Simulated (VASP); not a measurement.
# HfB (Fm-3m) in VASP: electric field gradients with PBE

Aim: the electric field gradients of HfB with PBE.

All numbers are computed with VASP 6.6.1; they aren't measurements. Logs are shortened: lines on timing, memory, paths and dates and some standing lists are left out, and cuts for length are marked.

## Step 1: The cell of the first run

Symmetry: Fm-3m, No. 225, cubic system. Conventional cell: a = 4.620 Å, b = 4.620 Å, c = 4.620 Å, α = 90.00°, β = 90.00°, γ = 90.00°. Within 3.1 Å of Hf (site symmetry m-3m) lie 6 B at 2.31 Å. B (site symmetry m-3m) has 6 Hf at 2.31 Å within 3.1 Å.

## Step 2: Electric field gradients, PBE

INCAR reads:

```
PREC = Accurate
ENCUT = 420
EDIFF = 1E-8
ISMEAR = -1
SIGMA = 0.05
LREAL = F
LASPH = T
NELM = 120
ALGO = Normal
ISIF = 2
LWAVE = F
LCHARG = F
GGA = PE
LEFG = T
NBANDS = 14
GGA_COMPAT = F
```

KPOINTS reads:

```
regular mesh
0
Gamma
  11 11 11
```

POSCAR reads:

```
HfB
1.0
    0.0000000000      2.3100000000      2.3100000000
    2.3100000000      0.0000000000      2.3100000000
    2.3100000000      2.3100000000      0.0000000000
Hf B
1 1
Direct
    0.5000000000      0.5000000000      0.5000000000
    0.0000000000      0.0000000000      0.0000000000
```

Potentials or basis: VASP PAW PBE potentials, release 64 (Hf_pv, B).

Command:

```console
$ cat potpaw_PBE.64/Hf_pv/POTCAR potpaw_PBE.64/B/POTCAR > POTCAR
$ mpirun -np 1 vasp_std > vasp.out
```

OUTCAR:

```text
PREC = Accurate
   ENCUT = 420
   EDIFF = 1E-8
   ISMEAR = -1
   LREAL = F
   LASPH = T
   NELM = 120
   ISIF = 2
   GGA = PE

 ion  position               nearest neighbor table
   1  0.500  0.500  0.500-   2 2.31   2 2.31   2 2.31   2 2.31   2 2.31   2 2.31
   2  0.000  0.000  0.000-   1 2.31   1 2.31   1 2.31   1 2.31   1 2.31   1 2.31

  LATTYP: Found a face centered cubic cell.
 ALAT       =     4.6200000000

  Lattice vectors:

 A1 = (   0.0000000000,   2.3100000000,   2.3100000000)
 A2 = (   2.3100000000,   0.0000000000,   2.3100000000)
 A3 = (   2.3100000000,   2.3100000000,   0.0000000000)

Analysis of symmetry for initial positions (statically):
=====================================================================
 Subroutine PRICEL returns:
 Original cell was already a primitive cell.

 Routine SETGRP: Setting up the symmetry group for a
 face centered cubic supercell.

 Subroutine GETGRP returns: Found 48 space group operations
 (whereof 48 operations were pure point group operations)
 out of a pool of 48 trial point group operations.

The static configuration has the point symmetry O_h .

Analysis of symmetry for dynamics (positions and initial velocities):
=====================================================================
 Subroutine PRICEL returns:
 Original cell was already a primitive cell.

 Routine SETGRP: Setting up the symmetry group for a
 face centered cubic supercell.

 Subroutine GETGRP returns: Found 48 space group operations
 (whereof 48 operations were pure point group operations)
 out of a pool of 48 trial point group operations.

The dynamic configuration has the point symmetry O_h .

 Subroutine INISYM returns: Found 48 space group operations
 (whereof 48 operations are pure point group operations),
 and found     1 'primitive' translations

----------------------------------------------------------------------------------------

                                     Primitive cell

  volume of cell :      24.6528

  direct lattice vectors                    reciprocal lattice vectors
     0.000000000  2.310000000  2.310000000    -0.216450216  0.216450216  0.216450216
     2.310000000  0.000000000  2.310000000     0.216450216 -0.216450216  0.216450216
     2.310000000  2.310000000  0.000000000     0.216450216  0.216450216 -0.216450216

  length of vectors
     3.266833329  3.266833329  3.266833329     0.374902772  0.374902772  0.374902772

  position of ions in fractional coordinates (direct lattice)
     0.500000000  0.500000000  0.500000000
     0.000000000  0.000000000  0.000000000

  ion indices of the primitive-cell ions
   primitive index   ion index
                 1           1
                 2           2

----------------------------------------------------------------------------------------

 KPOINTS: regular mesh

Automatic generation of k-mesh.
 Grid dimensions read from file:
 generate k-points for:   11   11   11

 Generating k-lattice:

  Cartesian coordinates                     Fractional coordinates (reciprocal lattice)
    -0.019677292  0.019677292  0.019677292     0.090909091  0.000000000  0.000000000
     0.019677292 -0.019677292  0.019677292     0.000000000  0.090909091  0.000000000
     0.019677292  0.019677292 -0.019677292     0.000000000  0.000000000  0.090909091

  Length of vectors
     0.034082070  0.034082070  0.034082070

  Shift w.r.t. Gamma in fractional coordinates (k-lattice)
     0.000000000  0.000000000  0.000000000

 Subroutine IBZKPT returns following result:
 ===========================================

 Found     56 irreducible k-points:

 Following reciprocal coordinates:
            Coordinates               Weight
  0.000000  0.000000  0.000000      1.000000
  0.090909  0.000000  0.000000      8.000000
  0.181818  0.000000  0.000000      8.000000
  0.272727  0.000000  0.000000      8.000000
  0.363636  0.000000  0.000000      8.000000
  0.454545  0.000000  0.000000      8.000000
[... 16 lines left out ...]
 -0.272727  0.181818  0.000000     24.000000
 -0.181818  0.181818  0.000000     12.000000
 [... further k-points ...]
   k-points           NKPTS =     56   k-points in BZ     NKDIM =     56   number of bands    NBANDS=     14
   number of dos      NEDOS =    301   number of ions     NIONS =      2
   total plane-waves  NPLWV =  13824
   dimension x,y,z NGX =    24 NGY =   24 NGZ =   24
   dimension x,y,z NGXF=    48 NGYF=   48 NGZF=   48
   ions per type =               1   1
   NGX,Y,Z   is equivalent  to a cutoff of  12.21, 12.21, 12.21 a.u.
   NGXF,Y,Z  is equivalent  to a cutoff of  24.43, 24.43, 24.43 a.u.
 SYSTEM =  unknown system
   PREC   = accura    normal or accurate (medium, high low for compatibility)
   ISTART =      0    job   : 0-new  1-cont  2-samecut
   ICHARG =      2    charge: 1-file 2-atom 10-const
   ISPIN  =      1    spin polarized calculation?
   LNONCOLLINEAR =      F non collinear calculations
   LSORBIT =      F    spin-orbit coupling
   LASPH  =      T    aspherical Exc in radial PAW
   ENCUT  =  420.0 eV  30.87 Ry    5.56 a.u.   5.46  5.46  5.46*2*pi/ulx,y,z
   NELM   =    120;   NELMIN=  2; NELMDL= -5     # of ELM steps
   EDIFF  = 0.1E-07   stopping-criterion for ELM
   LREAL  =      F    real-space projection
   EDIFFG = 0.1E-06   stopping-criterion for IOM
   NSW    =      0    number of steps for IOM
   IBRION =     -1    ionic relax: 0-MD 1-quasi-New 2-CG
   NFREE  =      0    steps in history (QN), initial steepest desc. (CG)
   ISIF   =      2    stress and relaxation
   ISYM   =      2    0-nonsym 1-usesym 2-fastsym
   POTIM  = 0.5000    time-step for ionic-motion
   TEBEG  =    0.0;   TEEND  =   0.0 temperature during run
   PSTRESS=    0.0 pullay stress
   NELECT =      13.0000    total number of electrons
   NUPDOWN=      -1.0000    fix difference up-down
   EMIN   =  10.00;   EMAX   =-10.00  energy-range for DOS
[... 5 lines left out ...]
     AMIX     =   0.40;   BMIX     =  1.00
     AMIX_MAG =   1.60;   BMIX_MAG =  1.00
  volume/ion in A,a.u.               =      12.33        83.18
  Fermi-wavevector in a.u.,A,eV,Ry     =   1.322617  2.499383 23.800871  1.749315
  Thomas-Fermi vector in A             =   2.452285
   LORBIT       =      0    0 simple, 1 ext, 2 COOP (PROOUT), +10 PAW based schemes
   GGA     = PE    functional components
   LHFCALC =     F    Hartree Fock is set to
   AEXX    =    0.0000 exact exchange contribution
   IVDW    =     0    specifies the selected vdW correction
   LEPSILON=     F    determine dielectric tensor
   LRPA    =     F    only Hartree local field effects (RPA)
 non-spin polarized calculation
  energy-cutoff  :      420.00
  volume of cell :       24.65
 maximum number of plane-waves:       531
 NGX is ok and might be reduce to    24
   NGX = 11   NGY = 11   NGZ = 11

 number of electron      13.0000002 magnetization

 Free energy of the ion-electron system (eV)
  ---------------------------------------------------
  ext. energy  EPLUGINS =         0.00000000
  ---------------------------------------------------
  free energy    TOTEN  =       -17.15037156 eV

  energy without entropy =      -17.14015656  energy(sigma->0) =      -17.14526406

 E-fermi :   5.1784     XC(G=0): -12.3028

 val. band max:        5.1739206844   @ k =   0.1818   0.0000   0.0000
 cond. band min:       5.2160709072   @ k =  -0.3636   0.3636   0.0000
 fundamental gap:      0.0421502228
 Fermi energy:         5.1784338153

 k-point     1 :       0.0000    0.0000    0.0000
  band No.  band energies     occupation
      1     -23.1689      2.00000
      2     -23.1689      2.00000
      3     -23.1689      2.00000
      4      -4.4470      2.00000
      5       7.3282      0.00000
      6       7.3282      0.00000
      7       7.3282      0.00000
      8       9.0852      0.00000
      9       9.0852      0.00000
     10       9.0852      0.00000
     11       9.3546      0.00000
     12       9.3546      0.00000
     13      16.8019      0.00000
     14      18.1393      0.00000

 k-point     2 :       0.0909    0.0000    0.0000
  band No.  band energies     occupation
      1     -23.2309      2.00000
      2     -23.1751      2.00000
      3     -23.1751      2.00000
      4      -4.2078      2.00000
      5       6.5444      0.00000
      6       7.0539      0.00000
      7       7.0539      0.00000
      8       8.0663      0.00000
      9       8.0663      0.00000
     10       9.4897      0.00000
[... 362 lines left out ...]
 k-point    24 :      -0.1818    0.1818    0.0000
  band No.  band energies     occupation
      1     -23.5757      2.00000
      2     -23.3354      2.00000
      3     -23.2023      2.00000
      4      -2.2046      2.00000
      5       3.6167      2.00000
      6       4.5930      1.99998
      7       4.6442      1.99995
      8       8.6986      0.00000
      9      10.9827      0.00000
     10      11.3947      0.00000
     11      13.1740      0.00000
     12      17.4474      0.00000
     13      18.1502      0.00000
     14      20.3097      0.00000

 [... further k-points ...]
[... 5 lines left out ...]
  --------------------------------------------------------------------------------------
  -------------------------------------------------------------------------------------
  Total        4.7115592      4.7115592      4.7115592     -0.0000000      0.0000000      0.0000000
  in kB      306.2029009    306.2029009    306.2029009     -0.0000000      0.0000000      0.0000000
  external PRESSURE =     306.2029009 kB  Pullay stress =       0.0000000 kB

 VOLUME and BASIS-vectors are now :
 -----------------------------------------------------------------------------
  energy-cutoff  :      420.00
  volume of cell :       24.65
      direct lattice vectors                 reciprocal lattice vectors
     0.000000000  2.310000000  2.310000000    -0.216450216  0.216450216  0.216450216
     2.310000000  0.000000000  2.310000000     0.216450216 -0.216450216  0.216450216
     2.310000000  2.310000000  0.000000000     0.216450216  0.216450216 -0.216450216

 POSITION                                       TOTAL-FORCE (eV/Angst)
 -----------------------------------------------------------------------------------
      2.31000      2.31000      2.31000        -0.000000     -0.000000      0.000000
      0.00000      0.00000      0.00000         0.000000      0.000000     -0.000000
 -----------------------------------------------------------------------------------
    total drift:                                0.000000     -0.000000      0.000000

  FREE ENERGIE OF THE ION-ELECTRON SYSTEM (eV)
  ---------------------------------------------------
  free  energy   TOTEN  =       -17.1503715647 eV

  energy  without entropy=      -17.1401565608  energy(sigma->0) =      -17.14526406

 Electric field gradients (V/A^2)
---------------------------------------------------------------------
 ion       V_xx      V_yy      V_zz      V_xy      V_xz      V_yz
---------------------------------------------------------------------
   1       0.000    -0.000     0.000    -0.000    -0.000    -0.000
   2      -0.000    -0.000    -0.000     0.000     0.000     0.000
---------------------------------------------------------------------

 Electric field gradients after diagonalization (V/A^2)
 (convention: |V_zz| > |V_xx| > |V_yy|)
----------------------------------------------------------------------
 ion       V_xx      V_yy      V_zz     asymmetry (V_yy - V_xx)/ V_zz
----------------------------------------------------------------------
   1       0.000     0.000    -0.000       0.000
   2      -0.000    -0.000     0.000       0.000
----------------------------------------------------------------------

           NMR quadrupolar parameters

 Cq : quadrupolar parameter    Cq=e*Q*V_zz/h
 eta: asymmetry parameters     (V_yy - V_xx)/ V_zz
 Q  : nuclear electric quadrupole moment in mb (millibarn)
----------------------------------------------------------------------
 ion       Cq(MHz)       eta       Q (mb)
----------------------------------------------------------------------
   1      -0.000       0.000       1.000
   2       0.000       0.000       1.000
----------------------------------------------------------------------
```

It took 27 s on 1 thread of Intel Xeon 8259CL, shared host; peak memory 0.15 GiB.

Results:

| Property | Result |
| --- | --- |
| Free energy | -17.1504 eV |
| Pressure | 30.6 GPa |

Caveat: without QUAD_EFG the Cq values of the log hold for a quadrupole moment of 1 mb, not for the nuclei; spin-orbit coupling is left out, which moves the levels of the heavy elements.
